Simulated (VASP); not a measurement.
# Ga2O3 (R-3c) in VASP: a series of runs, part 2 of 2

VASP 6.6.1. Earlier steps stand in the parts before.

## (5) Single point, r2SCAN (epitaxial xy strain -3.0%)

POSCAR

```
Ga2O3
1.0
    2.4174919517      1.3957396291      4.5832648112
   -2.4174919517      1.3957396291      4.5832648112
    0.0000000000     -2.7914792582      4.5832648112
Ga O
4 6
Direct
    0.8531904981      0.8531904981      0.8531904981
    0.3531904981      0.3531904981      0.3531904981
    0.1468095019      0.1468095019      0.1468095019
    0.6468095019      0.6468095019      0.6468095019
    0.4450812361      0.0549187639      0.7500000000
    0.0549187639      0.7500000000      0.4450812361
    0.5549187639      0.9450812361      0.2500000000
    0.2500000000      0.5549187639      0.9450812361
    0.9450812361      0.2500000000      0.5549187639
    0.7500000000      0.4450812361      0.0549187639
```

INCAR.step1

```
PREC     = Accurate       # precision mode
ENCUT    = 520            # plane-wave cutoff, eV
ISMEAR   = 0              # smearing method
SIGMA    = 0.01           # smearing width, eV
LREAL    = False          # projectors in reciprocal space
LASPH    = True           # aspherical terms in the spheres
NELM     = 80             # most SCF steps
NBANDS   = 55             # bands
GGA      = PE             # functional
ALGO     = Normal         # electronic algorithm
EDIFF    = 1E-4           # SCF threshold, eV
LWAVE    = True           # write WAVECAR
LCHARG   = False          # write CHGCAR
```

INCAR.step2

```
PREC     = Accurate       # precision mode
ENCUT    = 520            # plane-wave cutoff, eV
EDIFF    = 1E-7           # SCF threshold, eV
ISMEAR   = 0              # smearing method
SIGMA    = 0.01           # smearing width, eV
LREAL    = False          # projectors in reciprocal space
LASPH    = True           # aspherical terms in the spheres
NELM     = 80             # most SCF steps
ALGO     = Normal         # electronic algorithm
ISIF     = 2              # what is computed and relaxed
LWAVE    = False          # write WAVECAR
LCHARG   = False          # write CHGCAR
METAGGA  = R2SCAN         # meta-GGA
LMIXTAU  = True         
NBANDS   = 55             # bands
ISTART   = 1
```

KPOINTS

```
Automatic mesh
0
Gamma
  6 6 6
```

Potentials or basis: VASP PAW PBE potentials, release 64 (Ga_d, O).

Command:

```bash
$ cat potpaw_PBE.64/Ga_d/POTCAR potpaw_PBE.64/O/POTCAR > POTCAR
$ cp INCAR.step1 INCAR
$ mpirun -np 1 vasp_std > vasp.out
$ cp INCAR.step2 INCAR
$ mpirun -np 1 vasp_std > vasp.out
```

OUTCAR:

```text
PREC = Accurate
   ENCUT = 520
   EDIFF = 1E-7
   ISMEAR = 0
   LREAL = False
   LASPH = True
   NELM = 80
   ISIF = 2
   METAGGA = R2SCAN
   ISTART = 1

 ion  position               nearest neighbor table
   1  0.853  0.853  0.853-   8 1.90   7 1.90   9 1.90   5 2.05   6 2.05  10 2.05   4 2.84   3 2.84
                             3 2.84   3 2.84
   2  0.353  0.353  0.353-   6 1.90   5 1.90  10 1.90   7 2.05   9 2.05   8 2.05   3 2.84   4 2.84
                             4 2.84   4 2.84
   3  0.147  0.147  0.147-  10 1.90   5 1.90   6 1.90   7 2.05   9 2.05   8 2.05   2 2.84   1 2.84
                             1 2.84   1 2.84
   4  0.647  0.647  0.647-   9 1.90   7 1.90   8 1.90   5 2.05   6 2.05  10 2.05   1 2.84   2 2.84
                             2 2.84   2 2.84
   5  0.445  0.055  0.750-   2 1.90   3 1.90   1 2.05   4 2.05
   6  0.055  0.750  0.445-   2 1.90   3 1.90   1 2.05   4 2.05
   7  0.555  0.945  0.250-   1 1.90   4 1.90   3 2.05   2 2.05
   8  0.250  0.555  0.945-   1 1.90   4 1.90   3 2.05   2 2.05
   9  0.945  0.250  0.555-   4 1.90   1 1.90   3 2.05   2 2.05
  10  0.750  0.445  0.055-   3 1.90   2 1.90   1 2.05   4 2.05

  LATTYP: Found a trigonal (rhomboedric) cell.
 ALAT       =     5.3664394880
 COS(alpha) =     0.5941293974

  Lattice vectors:

 A1 = (   2.4174919517,   1.3957396291,   4.5832648112)
 A2 = (  -2.4174919517,   1.3957396291,   4.5832648112)
 A3 = (   0.0000000000,  -2.7914792582,   4.5832648112)

Analysis of symmetry for initial positions (statically):
=====================================================================
 Subroutine PRICEL returns:
 Original cell was already a primitive cell.

 Routine SETGRP: Setting up the symmetry group for a
 trigonal (rhombohedral) supercell.

 Subroutine GETGRP returns: Found 12 space group operations
 (whereof  6 operations were pure point group operations)
 out of a pool of 12 trial point group operations.

The static configuration has the point symmetry S_6 .
 The point group associated with its full space group is D_3d.

Analysis of symmetry for dynamics (positions and initial velocities):
=====================================================================
 Subroutine PRICEL returns:
 Original cell was already a primitive cell.

 Routine SETGRP: Setting up the symmetry group for a
 trigonal (rhombohedral) supercell.

 Subroutine GETGRP returns: Found 12 space group operations
 (whereof  6 operations were pure point group operations)
 out of a pool of 12 trial point group operations.

The dynamic configuration has the point symmetry S_6 .
 The point group associated with its full space group is D_3d.

 Subroutine INISYM returns: Found 12 space group operations
 (whereof  6 operations are pure point group operations),
 and found     1 'primitive' translations

----------------------------------------------------------------------------------------

                                     Primitive cell

  volume of cell :      92.7888

  direct lattice vectors                    reciprocal lattice vectors
     2.417491952  1.395739629  4.583264811     0.206825921  0.119411001  0.072728360
    -2.417491952  1.395739629  4.583264811    -0.206825921  0.119411001  0.072728360
     0.000000000 -2.791479258  4.583264811     0.000000000 -0.238822003  0.072728360

[... 58 lines left out ...]
  0.333333  0.000000  0.000000      6.000000
  0.500000  0.000000  0.000000      3.000000
  0.166667  0.166667  0.000000      6.000000
  0.333333  0.166667  0.000000     12.000000
[... 16 lines left out ...]
  0.500000  0.500000  0.166667      6.000000
 -0.333333  0.500000  0.166667     12.000000
 [... further k-points ...]
   k-points           NKPTS =     32   k-points in BZ     NKDIM =     32   number of bands    NBANDS=     55
   number of dos      NEDOS =    301   number of ions     NIONS =     10
   total plane-waves  NPLWV =  64000
   dimension x,y,z NGX =    40 NGY =   40 NGZ =   40
   dimension x,y,z NGXF=    80 NGYF=   80 NGZF=   80
   ions per type =               4   6
   NGX,Y,Z   is equivalent  to a cutoff of  12.39, 12.39, 12.39 a.u.
   NGXF,Y,Z  is equivalent  to a cutoff of  24.78, 24.78, 24.78 a.u.
 SYSTEM =  unknown system
   PREC   = accura    normal or accurate (medium, high low for compatibility)
   ISTART =      1    job   : 0-new  1-cont  2-samecut
   ICHARG =      0    charge: 1-file 2-atom 10-const
   ISPIN  =      1    spin polarized calculation?
   LNONCOLLINEAR =      F non collinear calculations
   LSORBIT =      F    spin-orbit coupling
   LASPH  =      T    aspherical Exc in radial PAW
   ENCUT  =  520.0 eV  38.22 Ry    6.18 a.u.   9.98  9.98  9.98*2*pi/ulx,y,z
   NELM   =     80;   NELMIN=  2; NELMDL=  0     # of ELM steps
   EDIFF  = 0.1E-06   stopping-criterion for ELM
   LREAL  =      F    real-space projection
   EDIFFG = 0.1E-05   stopping-criterion for IOM
   NSW    =      0    number of steps for IOM
   IBRION =     -1    ionic relax: 0-MD 1-quasi-New 2-CG
   NFREE  =      0    steps in history (QN), initial steepest desc. (CG)
   ISIF   =      2    stress and relaxation
   ISYM   =      2    0-nonsym 1-usesym 2-fastsym
   POTIM  = 0.5000    time-step for ionic-motion
   TEBEG  =    0.0;   TEEND  =   0.0 temperature during run
   PSTRESS=    0.0 pullay stress
   NELECT =      88.0000    total number of electrons
   NUPDOWN=      -1.0000    fix difference up-down
   EMIN   =  10.00;   EMAX   =-10.00  energy-range for DOS
   EFERMI =   0.00;   METHOD = LEGACY
   ISMEAR =     0;   SIGMA  =   0.01  broadening in eV -4-tet -1-fermi 0-gaus
   EFERMI_NEDOS =   21; number of points for ismear=-14 and -15
   IALGO  =     38    algorithm
   IMIX   =      4    mixing-type and parameters
     AMIX     =   0.40;   BMIX     =  1.00
     AMIX_MAG =   1.60;   BMIX_MAG =  1.00
  volume/ion in A,a.u.               =       9.28        62.62
  Fermi-wavevector in a.u.,A,eV,Ry     =   1.608436  3.039504 35.199184  2.587067
  Thomas-Fermi vector in A             =   2.704306
   LORBIT       =      0    0 simple, 1 ext, 2 COOP (PROOUT), +10 PAW based schemes
   METAGGA = R2SCAN    functional components
   LHFCALC =     F    Hartree Fock is set to
   AEXX    =    0.0000 exact exchange contribution
   IVDW    =     0    specifies the selected vdW correction
   LEPSILON=     F    determine dielectric tensor
   LRPA    =     F    only Hartree local field effects (RPA)
 non-spin polarized calculation
 Gauss-broadening in eV      SIGMA  =   0.01
  energy-cutoff  :      520.00
  volume of cell :       92.79
 maximum number of plane-waves:      2518
   NGX = 19   NGY = 19   NGZ = 19

 number of electron      87.9999992 magnetization

 Free energy of the ion-electron system (eV)
  ---------------------------------------------------
  ext. energy  EPLUGINS =         0.00000000
  ---------------------------------------------------
  free energy    TOTEN  =      -101.98810071 eV

  energy without entropy =     -101.98810071  energy(sigma->0) =     -101.98810071

 E-fermi :   4.6364     XC(G=0): -13.3939

 val. band max:        4.5818325920   @ k =  -0.1667   0.1667   0.0000
 cond. band min:       8.5220457992   @ k =   0.0000   0.0000   0.0000
 fundamental gap:      3.9402132072
 Fermi energy:         4.6364375641

 k-point     1 :       0.0000    0.0000    0.0000
  band No.  band energies     occupation
      1     -15.7299      2.00000
      2     -13.7749      2.00000
      3     -13.5811      2.00000
      4     -13.5811      2.00000
      5     -13.5057      2.00000
      6     -13.5057      2.00000
[... 1381 lines left out ...]
     54      18.0601      0.00000
     55      18.3167      0.00000

 [... further k-points ...]
[... 5 lines left out ...]
  --------------------------------------------------------------------------------------
  -------------------------------------------------------------------------------------
  Total       10.7590659     10.7590659      1.1543043     -0.0000000     -0.0000000      0.0000000
  in kB      185.7759550    185.7759550     19.9312831     -0.0000000     -0.0000000      0.0000000
  external PRESSURE =     130.4943977 kB  Pullay stress =       0.0000000 kB

 VOLUME and BASIS-vectors are now :
 -----------------------------------------------------------------------------
  energy-cutoff  :      520.00
  volume of cell :       92.79
      direct lattice vectors                 reciprocal lattice vectors
     2.417491952  1.395739629  4.583264811     0.206825921  0.119411001  0.072728360
    -2.417491952  1.395739629  4.583264811    -0.206825921  0.119411001  0.072728360
     0.000000000 -2.791479258  4.583264811     0.000000000 -0.238822003  0.072728360

 POSITION                                       TOTAL-FORCE (eV/Angst)
 -----------------------------------------------------------------------------------
      0.00000      0.00000     11.73119         0.000000     -0.000000     -0.054097
      0.00000      0.00000      4.85630         0.000000     -0.000000     -0.054097
      0.00000      0.00000      2.01860         0.000000     -0.000000      0.054097
      0.00000      0.00000      8.89350         0.000000     -0.000000      0.054097
      0.94321     -1.39574      5.72908         0.045040     -0.000000      0.000000
     -1.68035     -0.11898      5.72908        -0.022520     -0.039006      0.000000
     -0.94321      1.39574      8.02071        -0.045040     -0.000000      0.000000
     -0.73714     -1.51472      8.02071         0.022520     -0.039006      0.000000
      1.68035      0.11898      8.02071         0.022520      0.039006      0.000000
      0.73714      1.51472      5.72908        -0.022520      0.039006      0.000000
 -----------------------------------------------------------------------------------
    total drift:                                0.000000     -0.000000     -0.000000

  FREE ENERGIE OF THE ION-ELECTRON SYSTEM (eV)
  ---------------------------------------------------
  free  energy   TOTEN  =      -101.9881007091 eV

  energy  without entropy=     -101.9881007091  energy(sigma->0) =     -101.98810071
```

Run time: 7.3 min. Hardware: 1 thread of Intel Xeon 6975P-C (Granite Rapids), shared host; peak memory 0.32 GiB.

Results:

- Free energy: -101.9881 eV
- Pressure: 13.0 GPa
- Largest force: 0.054 eV/Å
- Band gap on the k mesh: 3.94 eV (least direct gap 4.10 eV)

Forces on the atoms (eV/Å):
```
Ga   0.000  0.000 -0.054
Ga   0.000  0.000 -0.054
Ga   0.000  0.000  0.054
Ga   0.000  0.000  0.054
O    0.045  0.000  0.000
O   -0.023 -0.039  0.000
O   -0.045  0.000  0.000
O    0.023 -0.039  0.000
O    0.023  0.039  0.000
O   -0.023  0.039  0.000
```

Stress tensor (GPa, compression positive):
```
18.58  0.00  0.00
 0.00 18.58  0.00
 0.00  0.00  1.99
```

Caveat: the cell differs from its parent crystal (epitaxial xy strain -3.0%); the stress differs along the axes, from 2 to 19 GPa; the PAW data sets were made with another functional, which shifts forces and pressure a little.

## (6) Overview

| level | potentials or basis | cell | cutoff (eV) | smearing | gap on the mesh (eV) | pressure (GPa) | largest force (eV/Å) |
| --- | --- | --- | --- | --- | --- | --- | --- |
| PBE | VASP PAW PBE potentials, release 64 (Ga_d, O_h) | a = 5.352 Å, angles 54.3°, 10 atoms, epitaxial xy strain -2.0% | 1340 | fermi-dirac 0.02 eV | 3.12 | 17.4 | 0.07 |
| PBE | VASP PAW PBE potentials, release 64 (Ga_d, O) | a = 5.304 Å, angles 57.3°, 10 atoms, epitaxial xy strain +2.0% | 520 | fermi-dirac 0.02 eV | 2.49 | 3.9 | 0.08 |
| PBE | VASP PAW PBE potentials, release 64 (Ga_d, O) | a = 5.295 Å, angles 58.0°, 10 atoms, epitaxial xy strain +3.0% | 520 | fermi-dirac 0.02 eV | 2.28 | 0.9 | 0.08 |
| r2SCAN | VASP PAW PBE potentials, release 64 (Ga_d, O) | a = 5.366 Å, angles 53.5°, 10 atoms, epitaxial xy strain -3.0% | 520 | gaussian 0.01 eV | 3.94 | 13.0 | 0.05 |

Alike in all rows: task single point; no spin polarisation; k mesh 6 × 6 × 6.

Caveats: the stress differs along the axes, from 10 to 21 GPa (at least some runs); the stress differs along the axes, from 1 to 9 GPa (at least some runs); the stress differs along the axes, from -3 to 8 GPa (at least some runs); the stress differs along the axes, from 2 to 19 GPa (at least some runs); the PAW data sets were made with another functional, which shifts forces and pressure a little (at least some runs).

Total energies depend on the potentials used, so only differences within one code and one set of settings carry meaning.
